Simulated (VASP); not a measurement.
# Na2C3 (C2/m) in VASP: further runs

The runs below take Na2C3 through single point, with PBE.

Program: VASP 6.6.1. These are calculated values, not measurements. Logs are shortened: lines on timing, memory, paths and dates and some standing lists are left out, and cuts for length are marked.

### Step 1. The cell of the first run

Symmetry: C2/m, No. 12, monoclinic system. The conventional cell has a = 5.092 Å, b = 4.954 Å, c = 5.256 Å, α = 90.00°, β = 104.25°, γ = 90.00°. Within 3.1 Å of Na (site symmetry m) lie 9 C at 2.36 to 3.01 Å. C (site symmetry m) has 1 C at 1.41 Å within 1.9 Å. Within 1.9 Å of C (site symmetry 2/m) lie 2 C at 1.41 Å.

### Step 2. Single point, PBE, collinear spin, ferromagnetic start

Input file INCAR:

```
SYSTEM = Na2C3
PREC     = Accurate       ! precision mode
ENCUT    = 520            ! plane-wave cutoff, eV
EDIFF    = 1E-7           ! SCF threshold, eV
ISMEAR   = 0              ! smearing method
SIGMA    = 0.1            ! smearing width, eV
LREAL    = .FALSE.        ! projectors in reciprocal space
LASPH    = .TRUE.         ! aspherical terms in the spheres
NELM     = 150            ! most SCF steps
ALGO     = Normal         ! electronic algorithm
ISIF     = 2              ! what is computed and relaxed
LWAVE    = .FALSE.        ! write WAVECAR
LCHARG   = .FALSE.        ! write CHGCAR
ISPIN    = 2              ! spin polarisation
MAGMOM   = 0 0 1 1 1      ! initial moments
LORBIT   = 11             ! projections on sites
GGA      = PE             ! functional
NBANDS   = 25             ! bands
```

Input file KPOINTS:

```
regular mesh
0
G
  6 6 4
  0 0 0
```

Input file POSCAR:

```
Na2C3
1.0
    2.5461939800     -2.4771499800      0.0000000000
    2.5461939800      2.4771499800      0.0000000000
   -1.2934669900      0.0000000000      5.0947875400
Na C
2 3
Direct
    0.1912999900      0.1912999900      0.7989000000
    0.8087000100      0.8087000100      0.2011000000
    0.7010999800      0.7010999800      0.7384999900
    0.2989000200      0.2989000200      0.2615000100
    0.5000000000      0.5000000000      0.5000000000
```

Potentials or basis: VASP PAW PBE potentials, release 64 (Na_pv, C).

The run is started by

```console
cat potpaw_PBE.64/Na_pv/POTCAR potpaw_PBE.64/C/POTCAR > POTCAR
mpirun -np 1 vasp_std > vasp.out
```

OUTCAR:

```text
SYSTEM = Na2C3
   PREC = Accurate
   ENCUT = 520
   EDIFF = 1E-7
   ISMEAR = 0
   LREAL = .FALSE.
   LASPH = .TRUE.
   NELM = 150
   ISIF = 2
   ISPIN = 2
   LORBIT = 11
   GGA = PE

 ion  position               nearest neighbor table
   1  0.191  0.191  0.799-   4 2.36
   2  0.809  0.809  0.201-   3 2.36
   3  0.701  0.701  0.738-   5 1.41   2 2.36
   4  0.299  0.299  0.262-   5 1.41   1 2.36
   5  0.500  0.500  0.500-   3 1.41   4 1.41

  LATTYP: Found a base centered monoclinic cell.
 ALAT       =     5.0923879600
 B/A-ratio  =     0.9728834486
 C/A-ratio  =     1.0322105818
 COS(beta)  =    -0.2460739044

  Lattice vectors:

 A1 = (   2.5461939800,  -2.4771499800,   0.0000000000)
 A2 = (   2.5461939800,   2.4771499800,   0.0000000000)
 A3 = (  -1.2934669900,   0.0000000000,   5.0947875400)

Analysis of symmetry for initial positions (statically):
=====================================================================
 Subroutine PRICEL returns:
 Original cell was already a primitive cell.

 Routine SETGRP: Setting up the symmetry group for a
 base centered monoclinic supercell.

 Subroutine GETGRP returns: Found  4 space group operations
 (whereof  4 operations were pure point group operations)
 out of a pool of  4 trial point group operations.

The static configuration has the point symmetry C_2h.

Analysis of symmetry for dynamics (positions and initial velocities):
=====================================================================
 Subroutine PRICEL returns:
 Original cell was already a primitive cell.

 Routine SETGRP: Setting up the symmetry group for a
 base centered monoclinic supercell.

 Subroutine GETGRP returns: Found  4 space group operations
 (whereof  4 operations were pure point group operations)
 out of a pool of  4 trial point group operations.

The dynamic configuration has the point symmetry C_2h.

Analysis of structural, dynamic, and magnetic symmetry:
=====================================================================
 Subroutine PRICEL returns:
 Original cell was already a primitive cell.

 Routine SETGRP: Setting up the symmetry group for a
 base centered monoclinic supercell.

 Subroutine GETGRP returns: Found  4 space group operations
 (whereof  4 operations were pure point group operations)
 out of a pool of  4 trial point group operations.

The overall configuration has the point symmetry C_2h.

 Subroutine INISYM returns: Found  4 space group operations
 (whereof  4 operations are pure point group operations),
 and found     1 'primitive' translations

----------------------------------------------------------------------------------------

                                     Primitive cell

  volume of cell :      64.2688

  direct lattice vectors                    reciprocal lattice vectors
     2.546193980 -2.477149980  0.000000000     0.196371527 -0.201844864  0.049854893
     2.546193980  2.477149980  0.000000000     0.196371527  0.201844864  0.049854893
    -1.293466990  0.000000000  5.094787540     0.000000000  0.000000000  0.196279039

  length of vectors
     3.552376079  3.552376079  5.256416739     0.285987126  0.285987126  0.196279039

  position of ions in fractional coordinates (direct lattice)
     0.191299990  0.191299990  0.798900000
     0.808700010  0.808700010  0.201100000
     0.701099980  0.701099980  0.738499990
     0.298900020  0.298900020  0.261500010
     0.500000000  0.500000000  0.500000000

  ion indices of the primitive-cell ions
   primitive index   ion index
                 1           1
                 2           2
                 3           3
                 4           4
                 5           5

----------------------------------------------------------------------------------------

 KPOINTS: regular mesh

Automatic generation of k-mesh.
 Grid dimensions read from file:
 generate k-points for:    6    6    4

 Generating k-lattice:

  Cartesian coordinates                     Fractional coordinates (reciprocal lattice)
     0.032728588 -0.033640811  0.008309149     0.166666667 -0.000000000  0.000000000
     0.032728588  0.033640811  0.008309149    -0.000000000  0.166666667  0.000000000
     0.000000000  0.000000000  0.049069760     0.000000000  0.000000000  0.250000000

  Length of vectors
     0.047664521  0.047664521  0.049069760

  Shift w.r.t. Gamma in fractional coordinates (k-lattice)
     0.000000000  0.000000000  0.000000000

 Subroutine IBZKPT returns following result:
 ===========================================

 Found     47 irreducible k-points:

 Following reciprocal coordinates:
            Coordinates               Weight
  0.000000  0.000000  0.000000      1.000000
  0.166667  0.000000 -0.000000      4.000000
  0.333333  0.000000 -0.000000      4.000000
  0.500000  0.000000  0.000000      2.000000
  0.166667  0.166667 -0.000000      2.000000
  0.333333  0.166667  0.000000      4.000000
[... 16 lines left out ...]
 -0.333333  0.166667  0.250000      4.000000
 -0.166667  0.166667  0.250000      4.000000
 [... further k-points ...]
   k-points           NKPTS =     47   k-points in BZ     NKDIM =     47   number of bands    NBANDS=     25
   number of dos      NEDOS =    301   number of ions     NIONS =      5
   total plane-waves  NPLWV =  31360
   dimension x,y,z NGX =    28 NGY =   28 NGZ =   40
   dimension x,y,z NGXF=    56 NGYF=   56 NGZF=   80
   ions per type =               2   3
   NGX,Y,Z   is equivalent  to a cutoff of  13.10, 13.10, 12.65 a.u.
   NGXF,Y,Z  is equivalent  to a cutoff of  26.21, 26.21, 25.30 a.u.
 SYSTEM =  Na2C3
   PREC   = accura    normal or accurate (medium, high low for compatibility)
   ISTART =      0    job   : 0-new  1-cont  2-samecut
   ICHARG =      2    charge: 1-file 2-atom 10-const
   ISPIN  =      2    spin polarized calculation?
   LNONCOLLINEAR =      F non collinear calculations
   LSORBIT =      F    spin-orbit coupling
   LASPH  =      T    aspherical Exc in radial PAW
   ENCUT  =  520.0 eV  38.22 Ry    6.18 a.u.   6.61  6.61  9.77*2*pi/ulx,y,z
   NELM   =    150;   NELMIN=  2; NELMDL= -5     # of ELM steps
   EDIFF  = 0.1E-06   stopping-criterion for ELM
   LREAL  =      F    real-space projection
   EDIFFG = 0.1E-05   stopping-criterion for IOM
   NSW    =      0    number of steps for IOM
   IBRION =     -1    ionic relax: 0-MD 1-quasi-New 2-CG
   NFREE  =      0    steps in history (QN), initial steepest desc. (CG)
   ISIF   =      2    stress and relaxation
   ISYM   =      2    0-nonsym 1-usesym 2-fastsym
   POTIM  = 0.5000    time-step for ionic-motion
   TEBEG  =    0.0;   TEEND  =   0.0 temperature during run
   PSTRESS=    0.0 pullay stress
   NELECT =      26.0000    total number of electrons
   NUPDOWN=      -1.0000    fix difference up-down
   EMIN   =  10.00;   EMAX   =-10.00  energy-range for DOS
   EFERMI =   0.00;   METHOD = LEGACY
   ISMEAR =     0;   SIGMA  =   0.10  broadening in eV -4-tet -1-fermi 0-gaus
   EFERMI_NEDOS =   21; number of points for ismear=-14 and -15
   IALGO  =     38    algorithm
   IMIX   =      4    mixing-type and parameters
     AMIX     =   0.40;   BMIX     =  1.00
     AMIX_MAG =   1.60;   BMIX_MAG =  1.00
  volume/ion in A,a.u.               =      12.85        86.74
  Fermi-wavevector in a.u.,A,eV,Ry     =   1.210782  2.288046 19.946050  1.465993
  Thomas-Fermi vector in A             =   2.346318
   LORBIT       =     11    0 simple, 1 ext, 2 COOP (PROOUT), +10 PAW based schemes
   GGA     = PE    functional components
   LHFCALC =     F    Hartree Fock is set to
   AEXX    =    0.0000 exact exchange contribution
   IVDW    =     0    specifies the selected vdW correction
   LEPSILON=     F    determine dielectric tensor
   LRPA    =     F    only Hartree local field effects (RPA)
 spin polarized calculation
 Gauss-broadening in eV      SIGMA  =   0.10
  energy-cutoff  :      520.00
  volume of cell :       64.27
 maximum number of plane-waves:      1754
 NGX is ok and might be reduce to    28
   NGX = 13   NGY = 13   NGZ = 19

 number of electron      26.0000002 magnetization       1.8626658

 Free energy of the ion-electron system (eV)
  ---------------------------------------------------
  ext. energy  EPLUGINS =         0.00000000
  ---------------------------------------------------
  free energy    TOTEN  =       -25.85734671 eV

  energy without entropy =      -25.85005625  energy(sigma->0) =      -25.85370148

 E-fermi :   2.0012     XC(G=0):  -9.3673

 val. band max:        2.0004864283   @ k =   0.1667   0.0000   0.5000
 cond. band min:       2.0173274126   @ k =  -0.1667   0.5000   0.2500
 fundamental gap:      0.0168409843
 Fermi energy:         2.0011518867

 spin component 1

 k-point     1 :       0.0000    0.0000    0.0000
  band No.  band energies     occupation
      1     -20.6098      1.00000
      2     -20.5618      1.00000
      3     -20.5434      1.00000
      4     -20.5248      1.00000
      5     -20.5221      1.00000
      6     -20.4986      1.00000
[... 17 lines left out ...]
     24      16.1740      0.00000
     25      18.0237      0.00000
[... 621 lines left out ...]
      3     -20.5575      1.00000
      4     -20.5362      1.00000
      5     -20.5261      1.00000
      6     -20.5017      1.00000
[... 17 lines left out ...]
     24      15.7766      0.00000
     25      16.6239      0.00000

 [... further k-points ...]

 spin component 2

 k-point     1 :       0.0000    0.0000    0.0000
  band No.  band energies     occupation
      1     -20.5919      1.00000
      2     -20.5286      1.00000
      3     -20.5272      1.00000
      4     -20.5008      1.00000
      5     -20.4902      1.00000
      6     -20.4897      1.00000
[... 17 lines left out ...]
     24      16.5641      0.00000
     25      18.3117      0.00000
[... 621 lines left out ...]
      3     -20.5392      1.00000
      4     -20.5070      1.00000
      5     -20.5010      1.00000
      6     -20.4897      1.00000
[... 17 lines left out ...]
     24      16.2572      0.00000
     25      17.0513      0.00000

 [... further k-points ...]
[... 5 lines left out ...]
  --------------------------------------------------------------------------------------
  -------------------------------------------------------------------------------------
  Total        1.2193855      4.1191885     -4.5597796      0.0000000      0.0000000     -5.4738298
  in kB       30.3984715    102.6886373   -113.6722800      0.0000000      0.0000000   -136.4589444
  external PRESSURE =       6.4716096 kB  Pullay stress =       0.0000000 kB

 VOLUME and BASIS-vectors are now :
 -----------------------------------------------------------------------------
  energy-cutoff  :      520.00
  volume of cell :       64.27
      direct lattice vectors                 reciprocal lattice vectors
     2.546193980 -2.477149980  0.000000000     0.196371527 -0.201844864  0.049854893
     2.546193980  2.477149980  0.000000000     0.196371527  0.201844864  0.049854893
    -1.293466990  0.000000000  5.094787540     0.000000000  0.000000000  0.196279039

 POSITION                                       TOTAL-FORCE (eV/Angst)
 -----------------------------------------------------------------------------------
     -0.05918      0.00000      4.07023        -0.046620      0.000000     -0.259280
      3.85810      0.00000      1.02456         0.046620      0.000000      0.259280
      2.61505      0.00000      3.76250        -2.549838      0.000000     -4.299725
      1.18387      0.00000      1.33229         2.549838      0.000000      4.299725
      1.89946      0.00000      2.54739        -0.000000     -0.000000      0.000000
 -----------------------------------------------------------------------------------
    total drift:                                0.000000      0.000000      0.000000

  FREE ENERGIE OF THE ION-ELECTRON SYSTEM (eV)
  ---------------------------------------------------
  free  energy   TOTEN  =       -25.8573467093 eV

  energy  without entropy=      -25.8500562509  energy(sigma->0) =      -25.85370148

 total charge

# of ion       s       p       d       tot
------------------------------------------
    1        0.075   6.010   0.000   6.085
    2        0.075   6.010   0.000   6.085
    3        0.922   1.418   0.000   2.340
    4        0.922   1.418   0.000   2.340
    5        0.892   1.611   0.000   2.502
--------------------------------------------------
tot          2.886  16.466   0.000  19.352

 magnetization (x)

# of ion       s       p       d       tot
------------------------------------------
    1        0.007   0.013   0.000   0.019
    2        0.007   0.013   0.000   0.019
    3        0.026   0.459   0.000   0.485
    4        0.026   0.459   0.000   0.485
    5       -0.011  -0.116   0.000  -0.127
--------------------------------------------------
tot          0.055   0.827   0.000   0.883
```

It took 3.6 min on 1 thread of Oxide Virtual Turin-like, shared host; peak memory 0.22 GiB.

What came out:

```
Free energy                                           : -25.8573 eV
Pressure                                              : 0.6 GPa
Largest force                                         : 4.999 eV/Å
Net moment                                            : 1.86 μB per cell
Site moments                                          : Na +0.02; C +0.48, -0.13 μB
Valence electrons inside the program's atomic spheres : Na 6.08; C 2.34, 2.50
```

Forces in eV/Å, atoms in the order of the input:
```
Na  -0.047  0.000 -0.259
Na   0.047  0.000  0.259
C   -2.550  0.000 -4.300
C    2.550  0.000  4.300
C    0.000  0.000  0.000
```

Levels at points of the mesh, in eV from the Fermi level:
Spin up:
```
           k point  band 11  band 12  band 13  band 14  band 15  band 16  band 17  band 18
(0.00, 0.00, 0.00)    -2.41    -2.17    -0.59    -0.20     4.43     4.53     4.90     8.60
(0.50, 0.00, 0.00)    -3.07    -2.33    -1.68    -0.05     4.07     5.12     7.38     8.85
(0.50, 0.50, 0.00)    -4.03    -2.56    -1.16    -0.50     3.61     4.56     5.70     7.18
(0.00, 0.00, 0.50)    -2.56    -2.52    -0.29     0.13     4.20     4.20     5.74     7.68
(0.50, 0.00, 0.50)    -2.74    -2.28    -0.69    -0.12     3.78     4.42     6.79     8.85
(0.50, 0.50, 0.50)    -4.21    -2.65    -1.35    -0.87     3.94     5.49     6.59     8.74
```
Spin down:
```tsv
k point	band 8	band 9	band 10	band 11	band 12	band 13	band 14	band 15	band 16	band 17
(0.00, 0.00, 0.00)	-10.43	-4.73	-2.29	-1.89	-1.59	0.85	1.32	5.30	5.38	5.45
(0.50, 0.00, 0.00)	-10.40	-4.27	-3.36	-2.59	-1.79	-0.36	1.52	4.76	5.79	8.02
(0.50, 0.50, 0.00)	-10.36	-3.83	-3.57	-3.49	-2.01	0.23	1.01	4.00	5.23	6.08
(0.00, 0.00, 0.50)	-10.65	-3.78	-3.02	-2.02	-1.96	1.16	1.69	4.89	4.91	6.29
(0.50, 0.00, 0.50)	-10.38	-4.34	-4.05	-2.23	-1.70	0.75	1.45	4.14	5.21	7.34
(0.50, 0.50, 0.50)	-10.33	-3.69	-3.67	-3.48	-2.15	-0.03	0.55	4.41	6.21	7.04
```

Caveat: forces of over 1 eV/Å act on the atoms, so gaps and moduli don't describe the material at rest.

### Step 3. Single point, PBE, collinear spin, ferromagnetic start

This run uses another cell than the first one, of 15.55 Å³/atom, 1.210 times its volume.

Input file INCAR:

```
ALGO = Normal ; EDIFF = 1E-6
ENCUT = 520 ; GGA = PE
ISIF = 2 ; ISMEAR = 0
ISPIN = 2 ; LASPH = T
LCHARG = F ; LORBIT = 11
LREAL = F ; LWAVE = F
MAGMOM = 0 0 1 1 1 ; NBANDS = 25
NELM = 150 ; PREC = Accurate
SIGMA = 0.1
```

Input file KPOINTS:

```
k-points
0
Gamma
  6 6 4
```

Input file POSCAR:

```
Na2C3
1.0
    2.7184699413     -2.6810592901     -0.0045164421
    2.7184699413      2.6810592901     -0.0045164421
   -1.3900203492      0.0000000000      5.3361866484
Na C
2 3
Direct
    0.1758741382      0.1758741382      0.8011073682
    0.8241258618      0.8241258618      0.1988926318
    0.6708602606      0.6708602606      0.7173253343
    0.3291397394      0.3291397394      0.2826746657
    0.5000000000      0.5000000000      0.5000000000
```

Potentials or basis: VASP PAW PBE potentials, release 64 (Na_pv, C).

The run is started by

```console
cat potpaw_PBE.64/Na_pv/POTCAR potpaw_PBE.64/C/POTCAR > POTCAR
mpirun -np 1 vasp_std > vasp.out
```

Wall time 3.5 min (1 thread of Oxide Virtual Turin-like, shared host); peak memory 0.24 GiB.

The run converged. Its results:

| Property | Result |
| --- | --- |
| Free energy | -26.7830 eV |
| Pressure | 0.3 GPa |
| Largest force | 0.065 eV/Å |
| Net moment | 1.99 μB per cell |
| Site moments | Na +0.01; C +0.50, -0.11 μB |
| Valence electrons inside the program's atomic spheres | Na 6.03; C 2.41, 2.68 |

Forces in eV/Å, atoms in the order of the input:
```
Na   0.003  0.000  0.006
Na  -0.003  0.000 -0.006
C    0.037  0.000  0.054
C   -0.037  0.000 -0.054
C    0.000  0.000  0.000
```

Stress tensor (GPa, compression positive):
```
0.21 0.00 0.13
0.00 0.14 0.00
0.13 0.00 0.43
```

Levels at points of the mesh, in eV from the Fermi level:
Spin up:
```tsv
k point	band 10	band 11	band 12	band 13	band 14	band 15	band 16	band 17	band 18	band 19
(0.00, 0.00, 0.00)	-3.54	-3.32	-2.54	-0.60	-0.26	3.66	5.17	5.47	6.97	8.32
(0.50, 0.00, 0.00)	-3.95	-3.42	-2.86	-1.33	-0.16	4.67	5.35	6.02	7.00	7.96
(0.50, 0.50, 0.00)	-4.40	-3.89	-2.70	-1.11	-0.51	3.91	4.81	5.20	6.82	9.39
(0.00, 0.00, 0.50)	-3.70	-3.37	-3.21	-0.30	-0.02	4.21	4.85	4.99	6.04	6.89
(0.50, 0.00, 0.50)	-4.20	-3.41	-2.75	-0.74	-0.13	3.95	5.19	5.97	7.09	7.10
(0.50, 0.50, 0.50)	-4.49	-3.91	-2.67	-1.14	-0.68	4.05	5.21	6.09	7.42	8.09
```
Spin down:
```
           k point  band 9  band 10  band 11  band 12  band 13  band 14  band 15  band 16
(0.00, 0.00, 0.00)   -4.25    -2.96    -2.70    -1.93     0.86     1.31     4.19     5.96
(0.50, 0.00, 0.00)   -4.30    -3.19    -2.83    -2.31     0.00     1.45     5.15     5.92
(0.50, 0.50, 0.00)   -3.97    -3.80    -3.13    -2.12     0.28     1.05     4.24     5.14
(0.00, 0.00, 0.50)   -3.75    -2.94    -2.74    -2.64     1.16     1.61     4.75     5.45
(0.50, 0.00, 0.50)   -4.33    -3.50    -2.80    -2.16     0.72     1.48     4.24     5.95
(0.50, 0.50, 0.50)   -3.93    -3.87    -3.14    -2.12     0.23     0.77     4.44     5.63
```
